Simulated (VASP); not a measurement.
# Si3WC2 (P6/mmm) in VASP: notebook, part 2 of 2

VASP 6.6.1. The steps go on from the part before.

### Step 6. Relaxation of cell and atoms, PBE

INCAR

```
SYSTEM = Si3WC2
PREC = Accurate
ENCUT = 600
EDIFF = 1E-6
ISMEAR = 0
SIGMA = 0.1
LREAL = .FALSE.
LASPH = .TRUE.
NELM = 60
ALGO = Normal
ISIF = 3
LWAVE = .FALSE.
LCHARG = .FALSE.
GGA = PE
IBRION = 2
NSW = 100
EDIFFG = -0.01
```

KPOINTS

```
regular mesh
0
G
  12 12 14
  0 0 0
```

POSCAR

```
Si3WC2
1.0
    5.2973867479      0.0000000000      0.0000000000
   -2.6486933739      4.5876714973      0.0000000000
    0.0000000000      0.0000000000      2.7016894679
Si W C
3 1 2
Direct
    0.0000000000      0.5000000000      0.5000000000
    0.5000000000      0.0000000000      0.5000000000
    0.5000000000      0.5000000000      0.5000000000
    0.0000000000      0.0000000000      0.0000000000
    0.6666666667      0.3333333333      0.0000000000
    0.3333333333      0.6666666667      0.0000000000
```

Potentials or basis: VASP PAW PBE potentials, release 64 (Si, W_sv, C).

Started as:

```console
> cat potpaw_PBE.64/Si/POTCAR potpaw_PBE.64/W_sv/POTCAR potpaw_PBE.64/C/POTCAR > POTCAR
> mpirun -np 1 vasp_std > vasp.out
```

OUTCAR:

```text
SYSTEM = Si3WC2
   PREC = Accurate
   ENCUT = 600
   EDIFF = 1E-6
   ISMEAR = 0
   LREAL = .FALSE.
   LASPH = .TRUE.
   NELM = 60
   ISIF = 3
   GGA = PE
   IBRION = 2
   NSW = 100
   EDIFFG = -0.01

 ion  position               nearest neighbor table
   1  0.000  0.500  0.500-   5 2.04   6 2.04   5 2.04   6 2.04   2 2.65   2 2.65   3 2.65   3 2.65
                             4 2.97   4 2.97   4 2.97   4 2.97
   2  0.500  0.000  0.500-   5 2.04   6 2.04   5 2.04   6 2.04   3 2.65   3 2.65   1 2.65   1 2.65
                             4 2.97   4 2.97   4 2.97   4 2.97
   3  0.500  0.500  0.500-   5 2.04   6 2.04   5 2.04   6 2.04   2 2.65   2 2.65   1 2.65   1 2.65
                             4 2.97   4 2.97   4 2.97   4 2.97
   4  0.000  0.000  0.000-   1 2.97   1 2.97   1 2.97   1 2.97   3 2.97   3 2.97   3 2.97   3 2.97
                             2 2.97   2 2.97   2 2.97   2 2.97
   5  0.667  0.333  0.000-   2 2.04   2 2.04   1 2.04   1 2.04   3 2.04   3 2.04
   6  0.333  0.667  0.000-   2 2.04   2 2.04   1 2.04   1 2.04   3 2.04   3 2.04

[... 404 lines left out ...]

 val. band max:       11.2870155245   @ k =   0.0833   0.0833   0.0714
 cond. band min:      11.3030553921   @ k =   0.3333   0.2500   0.1429
 fundamental gap:      0.0160398675
 Fermi energy:        11.2962041448

 k-point     1 :       0.0000    0.0000    0.0000
  band No.  band energies     occupation
      1     -62.9553      2.00000
      2     -27.2168      2.00000
      3     -27.2168      2.00000
      4     -26.5321      2.00000
      5      -5.9542      2.00000
      6      -2.6264      2.00000
[... 565 lines left out ...]
     20      13.6776      0.00000
     21      15.9530      0.00000

 [... further k-points ...]

------------------------ aborting loop because EDIFF is reached ----------------------------------------

  FORCE on cell =-STRESS in cart. coord.  units (eV):
  Direction    XX          YY          ZZ          XY          YZ          ZX
  --------------------------------------------------------------------------------------
  -------------------------------------------------------------------------------------
  Total        0.0083798      0.0083798     -0.0148271      0.0000000      0.0000000      0.0000000
  in kB        0.2035952      0.2035952     -0.3602364      0.0000000      0.0000000      0.0000000
  external PRESSURE =       0.0156513 kB  Pullay stress =       0.0000000 kB
[... 21 lines left out ...]
  FREE ENERGIE OF THE ION-ELECTRON SYSTEM (eV)
  ---------------------------------------------------
  free  energy   TOTEN  =       -40.9209656448 eV

  energy  without entropy=      -40.9010542525  energy(sigma->0) =      -40.91100995

 reached required accuracy - stopping structural energy minimisation
```

OSZICAR:

```text
N       E                     dE             d eps       ncg     rms          rms(c)
DAV:   1     0.227747890455E+03    0.22775E+03   -0.17945E+04  6384   0.177E+03
DAV:   2    -0.283336678057E+02   -0.25608E+03   -0.24806E+03  7164   0.405E+02
[... 45 lines left out ...]
   5 F= -.40920937E+02 E0= -.40910979E+02  d E =-.143098E-04
       N       E                     dE             d eps       ncg     rms          rms(c)
DAV:   1    -0.409211082916E+02   -0.17049E-03   -0.31448E-03  6716   0.529E-01    0.111E-01
DAV:   2    -0.409210478869E+02    0.60405E-04   -0.12758E-03  7294   0.221E-01    0.449E-02
DAV:   3    -0.409209706285E+02    0.77258E-04   -0.34453E-04  7490   0.910E-02    0.175E-02
DAV:   4    -0.409209652311E+02    0.53974E-05   -0.28219E-05  7007   0.405E-02    0.983E-03
DAV:   5    -0.409209656448E+02   -0.41374E-06   -0.40104E-06  6707   0.135E-02
   6 F= -.40920966E+02 E0= -.40911010E+02  d E =-.429627E-04
```

CONTCAR:

```text
Si3WC2
   1.00000000000000
     5.3185988188636468    0.0000000000002314    0.0000000000000000
    -2.6592994093814228    4.6060416896206497    0.0000000000000000
     0.0000000000000000    0.0000000000000000    2.6918622445539233
  Si              W               C
     3     1     2
Direct
     0.0000000000000000    0.5000000000000000    0.5000000000000000
     0.5000000000000000    0.0000000000000000    0.5000000000000000
     0.5000000000000000    0.5000000000000000    0.5000000000000000
     0.0000000000000000    0.0000000000000000    0.0000000000000000
     0.6666666667000030    0.3333333332999970    0.0000000000000000
     0.3333333332999970    0.6666666667000030    0.0000000000000000

  0.00000000E+00  0.00000000E+00  0.00000000E+00
  0.00000000E+00  0.00000000E+00  0.00000000E+00
  0.00000000E+00  0.00000000E+00  0.00000000E+00
  0.00000000E+00  0.00000000E+00  0.00000000E+00
  0.00000000E+00  0.00000000E+00  0.00000000E+00
  0.00000000E+00  0.00000000E+00  0.00000000E+00
```

Wall time 17 min (1 thread of Intel Xeon 8259CL, shared host); peak memory 0.41 GiB.

What came out:

* Free energy: -40.9210 eV
* Relaxed volume: 10.99 Å³/atom
* Relaxed cell: a = 5.319 Å, b = 5.319 Å, c = 2.692 Å, α = 90.00°, β = 90.00°, γ = 120.00°
* Space group after relaxing (to 0.1 Å): P6/mmm (No. 191)
* Energy gained by relaxing: 0.7 meV/atom
* Ionic steps: 6
* Pressure after relaxing: 0.0 GPa
* Band gap on the k mesh: zero (bands 17 and 18 overlap by 2.16 eV)

Step by step:
| step | energy change (eV) | largest force (eV/Å) | pressure (GPa) | volume (Å³) |
| --- | --- | --- | --- | --- |
| 1 | 0.0000 | 0.0000 | 0.49 | 65.66 |
| 2 | -0.0033 | 0.0000 | 0.06 | 65.97 |
| 3 | -0.0041 | 0.0000 | 0.19 | 65.88 |
| 4 | -0.0041 | 0.0000 | 0.20 | 65.88 |
| 5 | -0.0041 | 0.0000 | -0.15 | 66.00 |
| 6 | -0.0041 | 0.0000 | 0.00 | 65.94 |

Final structure:
```xyz
6
Lattice="5.3186 0.0000 0.0000 -2.6593 4.6060 0.0000 0.0000 0.0000 2.6919" Properties=species:S:1:pos:R:3 pbc="T T T"
Si   -1.3296    2.3030    1.3459
Si    2.6593    0.0000    1.3459
Si    1.3297    2.3030    1.3459
W     0.0000    0.0000    0.0000
C     2.6593    1.5353    0.0000
C     0.0000    3.0707    0.0000
```

Caveat: spin-orbit coupling is left out, which moves the levels of the heavy elements.

### Step 7. The runs side by side

| task | cell | k mesh | cutoff (eV) | gap on the mesh (eV) | pressure (GPa) | relaxed volume (Å³/atom) |
| --- | --- | --- | --- | --- | --- | --- |
| single point | a = 5.297, b = 5.297, c = 2.702 Å, angles 90.0, 90.0, 120.0°, 6 atoms | 6 × 6 × 6 | 520 | none | 0.1 | - |
| single point | a = 5.655, b = 5.655, c = 3.090 Å, angles 90.0, 90.0, 120.0°, 6 atoms | 6 × 6 × 6 | 520 | none | -28.1 | - |
| single point | a = 5.319, b = 5.319, c = 2.691 Å, angles 90.0, 90.0, 120.0°, 6 atoms | 12 × 12 × 14 | 520 | none | 0.1 | - |
| relaxation of cell and atoms | relaxed from a = 5.655, b = 5.655, c = 3.090 Å, angles 90.0, 90.0, 120.0°, 6 atoms | 6 × 6 × 6 | 600 | none | 0.1 | 10.94 |
| relaxation of cell and atoms | relaxed from a = 5.297, b = 5.297, c = 2.702 Å, angles 90.0, 90.0, 120.0°, 6 atoms | 12 × 12 × 14 | 600 | none | 0.0 | 10.99 |

Alike in all rows: level PBE; potentials or basis VASP PAW PBE potentials, release 64 (Si, W_sv, C); no spin polarisation; smearing gaussian 0.1 eV.

Caveats: some runs use coarse meshes; spin-orbit coupling is left out, which moves the levels of the heavy elements; the stress differs along the axes, from -43 to -20 GPa (at least some runs); the volume moved by over 15 % at a fixed basis, so the end points are rough (at least some runs).

Absolute energies hang on the potentials; compare differences alone.

The gap in the log of VASP goes by the Fermi energy; the results here count the filled bands.